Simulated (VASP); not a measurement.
# Sb (Im-3m) in VASP: a series of runs, part 2 of 2

VASP 6.6.1. The steps go on from the part before.

## 4. Single point, PBE0

This run uses another cell than the first one, of 25.69 Å³/atom, 0.980 times its volume.

File POSCAR:

```
Sb
1.0
   -1.8587811731      1.8587811731      1.8587811731
    1.8587811731     -1.8587811731      1.8587811731
    1.8587811731      1.8587811731     -1.8587811731
Sb
1
Direct
    0.0000000000      0.0000000000      0.0000000000
```

File INCAR.step1:

```
SYSTEM = Sb
PREC     = Accurate       ! precision mode
ENCUT    = 400            ! plane-wave cutoff, eV
EDIFF    = 1E-5           ! SCF threshold, eV
ISMEAR   = -1             ! smearing method
SIGMA    = 0.05           ! smearing width, eV
LREAL    = .FALSE.        ! projectors in reciprocal space
LASPH    = .TRUE.         ! aspherical terms in the spheres
NELM     = 120            ! most SCF steps
ALGO     = Normal         ! electronic algorithm
ISIF     = 2              ! what is computed and relaxed
LWAVE    = .TRUE.         ! write WAVECAR
LCHARG   = .FALSE.        ! write CHGCAR
NBANDS   = 14             ! bands
GGA      = PE             ! functional
GGA_COMPAT= .FALSE.
```

File INCAR.step2:

```
SYSTEM = Sb
PREC     = Accurate       ! precision mode
ENCUT    = 400            ! plane-wave cutoff, eV
EDIFF    = 1E-6           ! SCF threshold, eV
ISMEAR   = -1             ! smearing method
SIGMA    = 0.05           ! smearing width, eV
LREAL    = .FALSE.        ! projectors in reciprocal space
LASPH    = .TRUE.         ! aspherical terms in the spheres
NELM     = 120            ! most SCF steps
ALGO     = Normal         ! electronic algorithm
ISIF     = 2              ! what is computed and relaxed
LWAVE    = .FALSE.        ! write WAVECAR
LCHARG   = .FALSE.        ! write CHGCAR
GGA      = PE             ! functional
LHFCALC  = .TRUE.         ! exact exchange
AEXX     = 0.25           ! exact-exchange fraction
PRECFOCK = Normal       
NBANDS   = 14             ! bands
ISTART   = 1            
GGA_COMPAT= .FALSE.
```

File KPOINTS:

```
regular mesh
0
G
  6 6 6
  0 0 0
```

Potentials or basis: VASP PAW PBE potentials, release 64 (Sb_d_GW).

On the command line:

```
> cat potpaw_PBE.64/Sb_d_GW/POTCAR > POTCAR
> cp INCAR.step1 INCAR
> mpirun -np 1 vasp_std > vasp.out
> cp INCAR.step2 INCAR
> mpirun -np 1 vasp_std > vasp.out
```

Wall time 6.1 min (1 thread of Intel Xeon Platinum 8488C (Sapphire Rapids), shared host); peak memory 0.15 GiB.

Results (log left out):

| Property | Result |
| --- | --- |
| Free energy | -5.0826 eV |
| Pressure | 2.0 GPa |

Levels at points of the mesh, in eV from the Fermi level:
| k point | band 4 | band 5 | band 6 | band 7 | band 8 | band 9 | band 10 | band 11 |
| --- | --- | --- | --- | --- | --- | --- | --- | --- |
| (0.00, 0.00, 0.00) | -31.46 | -31.46 | -14.51 | 7.71 | 7.71 | 7.71 | 13.44 | 13.44 |
| (0.50, 0.00, 0.00) | -31.46 | -31.41 | -9.59 | -6.42 | 3.07 | 5.51 | 8.32 | 8.80 |
| (0.50, 0.50, 0.50) | -31.42 | -31.42 | -5.35 | -2.05 | -2.05 | -2.05 | 4.23 | 4.23 |

Caveat: the k points lie up to 0.40 Å⁻¹ apart; the PAW data sets were made with another functional, which shifts forces and pressure a little; spin-orbit coupling is left out, which moves the levels of the heavy elements.

## 5. Single point, PBE0

This run uses another cell than the first one, of 25.16 Å³/atom, 0.960 times its volume.

File POSCAR:

```
Sb
1.0
   -1.8460493956      1.8460493956      1.8460493956
    1.8460493956     -1.8460493956      1.8460493956
    1.8460493956      1.8460493956     -1.8460493956
Sb
1
Direct
    0.0000000000      0.0000000000      0.0000000000
```

File INCAR.step1:

```
SYSTEM = Sb
ALGO = Normal
EDIFF = 1E-5
ENCUT = 400
GGA = PE
GGA_COMPAT = .False.
ISIF = 2
ISMEAR = -1
LASPH = .True.
LREAL = .False.
LWAVE = .True.
NBANDS = 14
NELM = 120
PREC = Accurate
SIGMA = 0.05
```

File INCAR.step2:

```
SYSTEM = Sb
AEXX = 0.25
ALGO = Normal
EDIFF = 1E-6
ENCUT = 400
GGA = PE
GGA_COMPAT = .False.
ISIF = 2
ISMEAR = -1
ISTART = 1
LASPH = .True.
LCHARG = .True.
LELF = .True.
LHFCALC = .True.
LREAL = .False.
LVHAR = .True.
LWAVE = .False.
NBANDS = 14
NELM = 120
PREC = Accurate
PRECFOCK = Normal
SIGMA = 0.05
```

File KPOINTS:

```
k-points
0
Gamma
  6 6 6
  0 0 0
```

On the command line:

```
> cat potpaw_PBE.64/Sb_d_GW/POTCAR > POTCAR
> cp INCAR.step1 INCAR
> mpirun -np 1 vasp_std > vasp.out
> cp INCAR.step2 INCAR
> mpirun -np 1 vasp_std > vasp.out
```

Run time: 10 min. Hardware: 1 thread of Intel Xeon Platinum 8259CL at 2.50GHz (Skylake/Cascade Lake), shared host; peak memory 0.15 GiB.

Results (log left out):

```yaml
Free_energy: -5.0714 eV
Pressure: 3.7 GPa
```

Levels at points of the mesh, in eV from the Fermi level:
| k point | band 5 | band 6 | band 7 | band 8 | band 9 | band 10 |
| --- | --- | --- | --- | --- | --- | --- |
| (0.00, 0.00, 0.00) | -31.44 | -14.67 | 7.91 | 7.91 | 7.91 | 13.58 |
| (0.50, 0.00, 0.00) | -31.39 | -9.61 | -6.55 | 3.14 | 5.60 | 8.43 |
| (0.50, 0.50, 0.50) | -31.40 | -5.21 | -2.08 | -2.08 | -2.08 | 4.20 |

Caveat: the k points lie up to 0.40 Å⁻¹ apart; the PAW data sets were made with another functional, which shifts forces and pressure a little; spin-orbit coupling is left out, which moves the levels of the heavy elements.

## 6. Relaxation of cell and atoms, PBEsol-based global hybrid

File POSCAR:

```
Sb
1.0
   -1.8713408863      1.8713408863      1.8713408863
    1.8713408863     -1.8713408863      1.8713408863
    1.8713408863      1.8713408863     -1.8713408863
Sb
1
Direct
    0.0000000000      0.0000000000      0.0000000000
```

File INCAR.step1:

```
PREC = Accurate
ENCUT = 600
EDIFF = 1E-5
ISMEAR = -1
SIGMA = 0.05
LREAL = F
LASPH = T
NELM = 80
ALGO = Normal
LWAVE = T
LCHARG = F
GGA = PE
NBANDS = 8
```

File INCAR.step2:

```
PREC = Accurate
ENCUT = 600
EDIFF = 1E-6
ISMEAR = -1
SIGMA = 0.05
LREAL = F
LASPH = T
NELM = 80
ALGO = Normal
ISIF = 3
LWAVE = F
LCHARG = F
GGA = PS
LHFCALC = T
AEXX = 0.25
PRECFOCK = Normal
IBRION = 2
NSW = 60
EDIFFG = -0.01
ISTART = 1
```

File KPOINTS:

```
regular mesh
0
Gamma
  5 5 5
```

Potentials or basis: VASP PAW PBE potentials, release 64 (Sb).

On the command line:

```
> cat potpaw_PBE.64/Sb/POTCAR > POTCAR
> cp INCAR.step1 INCAR
> mpirun -np 1 vasp_std > vasp.out
> cp INCAR.step2 INCAR
> mpirun -np 1 vasp_std > vasp.out
```

OUTCAR:

```text
PREC = Accurate
   ENCUT = 600
   EDIFF = 1E-6
   ISMEAR = -1
   LREAL = F
   LASPH = T
   NELM = 80
   ISIF = 3
   GGA = PS
   LHFCALC = T
   AEXX = 0.25
   PRECFOCK = Normal
   IBRION = 2
   NSW = 60
   EDIFFG = -0.01
   ISTART = 1

 ion  position               nearest neighbor table
   1  0.000  0.000  0.000-

  LATTYP: Found a body centered cubic cell.
 ALAT       =     3.7426817726

  Lattice vectors:

 A1 = (  -1.8713408863,   1.8713408863,   1.8713408863)
 A2 = (   1.8713408863,  -1.8713408863,   1.8713408863)
 A3 = (   1.8713408863,   1.8713408863,  -1.8713408863)

Analysis of symmetry for initial positions (statically):
=====================================================================
 Subroutine PRICEL returns:
[... 198 lines left out ...]
 number of electron       5.0000000 magnetization

 E-fermi :  10.1706     XC(G=0):  -8.6895

 val. band max:       10.0630327962   @ k =   0.2000   0.2000   0.0000
 cond. band min:      10.8435687581   @ k =  -0.4000   0.4000   0.2000
 fundamental gap:      0.7805359619
 Fermi energy:        10.1706201410

 k-point     1 :       0.0000    0.0000    0.0000
  band No.  band energies     occupation
      1      -5.8522      2.00000
      2      18.3829      0.00000
      3      18.3829      0.00000
      4      18.3829      0.00000
      5      22.6207      0.00000
      6      22.6207      0.00000
[... 113 lines left out ...]
--------------------------------------- Ionic step        3  -------------------------------------------

 number of electron       5.0000000 magnetization

 Free energy of the ion-electron system (eV)
  ---------------------------------------------------
  ext. energy  EPLUGINS =         0.00000000
  ---------------------------------------------------
  free energy    TOTEN  =        -5.64197204 eV

  energy without entropy =       -5.63555438  energy(sigma->0) =       -5.63876321

 E-fermi :   9.3705     XC(G=0):  -8.4875

 val. band max:        9.2628918188   @ k =   0.2000   0.2000   0.0000
 cond. band min:       9.9612570697   @ k =  -0.4000   0.4000   0.2000
 fundamental gap:      0.6983652509
 Fermi energy:         9.3704759705

 k-point     1 :       0.0000    0.0000    0.0000
  band No.  band energies     occupation
      1      -6.1509      2.00000
      2      16.9230      0.00000
      3      16.9230      0.00000
      4      16.9230      0.00000
      5      21.4932      0.00000
      6      21.4932      0.00000
[... 107 lines left out ...]
  FREE ENERGIE OF THE ION-ELECTRON SYSTEM (eV)
  ---------------------------------------------------
  free  energy   TOTEN  =        -5.6419720436 eV

  energy  without entropy=       -5.6355543789  energy(sigma->0) =       -5.63876321

 reached required accuracy - stopping structural energy minimisation
```

OUTCAR.step1:

```text
PREC = Accurate
   ENCUT = 600
   EDIFF = 1E-5
   ISMEAR = -1
   LREAL = F
[... 308 lines left out ...]

 POSITION                                       TOTAL-FORCE (eV/Angst)
 -----------------------------------------------------------------------------------
      0.00000      0.00000      0.00000         0.000000     -0.000000      0.000000
 -----------------------------------------------------------------------------------
    total drift:                                0.000000      0.000000     -0.000000

  FREE ENERGIE OF THE ION-ELECTRON SYSTEM (eV)
  ---------------------------------------------------
  free  energy   TOTEN  =        -3.8775005088 eV

  energy  without entropy=       -3.8513808233  energy(sigma->0) =       -3.86444067
```

It took 7 min on 1 thread of Intel Xeon 8259CL, shared host; peak memory 0.18 GiB.

Results:

* Free energy: -5.6420 eV
* Relaxed volume: 24.47 Å³/atom
* Relaxed cell: a = 3.168 Å, b = 3.168 Å, c = 3.168 Å, α = 109.47°, β = 109.47°, γ = 109.47°
* Space group after relaxing (to 0.05 Å): Im-3m (No. 229)
* Energy gained by relaxing: 30.9 meV/atom
* Ionic steps: 3
* Pressure after relaxing: 0.0 GPa

Step by step:
| step | energy change (eV) | largest force (eV/Å) | pressure (GPa) | volume (Å³) |
| --- | --- | --- | --- | --- |
| 1 | 0.0000 | 0.0000 | -5.31 | 26.21 |
| 2 | -0.0059 | 0.0000 | 6.04 | 23.05 |
| 3 | -0.0309 | 0.0000 | -0.04 | 24.47 |

Final structure:
```cif
data_structure
_symmetry_space_group_name_H-M 'P 1'
_symmetry_Int_Tables_number 1
_cell_length_a 3.1678
_cell_length_b 3.1678
_cell_length_c 3.1678
_cell_angle_alpha 109.471
_cell_angle_beta 109.471
_cell_angle_gamma 109.471
_cell_volume 24.47
loop_
_atom_site_label
_atom_site_type_symbol
_atom_site_fract_x
_atom_site_fract_y
_atom_site_fract_z
_atom_site_occupancy
Sb1 Sb 0.00000 0.00000 0.00000 1
```

Caveat: the k points lie up to 0.49 Å⁻¹ apart in the final cell; the PAW data sets were made with another functional, which shifts forces and pressure a little; spin-orbit coupling is left out, which moves the levels of the heavy elements.

## 7. Summary

| task | level | potentials or basis | spin | cell | k mesh | cutoff (eV) | grid for exact exchange (PRECFOCK) | second run | share of exact exchange | gap on the mesh (eV) | pressure (GPa) | relaxed volume (Å³/atom) |
| --- | --- | --- | --- | --- | --- | --- | --- | --- | --- | --- | --- | --- |
| relaxation of cell and atoms | RPBE+D3(BJ) | VASP PAW PBE potentials, release 64 (Sb) | off | relaxed from a = 3.241 Å, angles 109.5°, 1 atom | 10 × 10 × 10 | 600 | - | - | - | none | 0.0 | 19.78 |
| single point | r2SCAN | VASP PAW PBE potentials, release 64 (Sb) | non-collinear, zero start, SOC | a = 3.241 Å, angles 109.5°, 1 atom | 7 × 7 × 7 | 520 | - | - | - | - | 1.7 | - |
| single point | PBE0 | VASP PAW PBE potentials, release 64 (Sb_d_GW) | off | a = 3.220 Å, angles 109.5°, 1 atom | 6 × 6 × 6 | 400 | Normal | valence_matched | - | none | 2.0 | - |
| single point | PBE0 | VASP PAW PBE potentials, release 64 (Sb_d_GW) | off | a = 3.197 Å, angles 109.5°, 1 atom | 6 × 6 × 6 | 400 | Normal | valence_matched | - | none | 3.7 | - |
| relaxation of cell and atoms | PBEsol-based global hybrid | VASP PAW PBE potentials, release 64 (Sb) | off | relaxed from a = 3.241 Å, angles 109.5°, 1 atom | 5 × 5 × 5 | 600 | Normal | - | 0.25 | none | 0.0 | 24.47 |

Alike in all rows: smearing fermi-dirac 0.05 eV.

Caveats: some runs use coarse meshes; the PAW data sets were made with another functional, which shifts forces and pressure a little; spin-orbit coupling is left out, which moves the levels of the heavy elements (some runs); the volume moved by over 15 % at a fixed basis, so the end points are rough (some runs); pairwise dispersion overbinds metals, which lowers pressure and volume (some runs).

Total energies depend on the potentials used, so only differences within one code and one set of settings carry meaning.
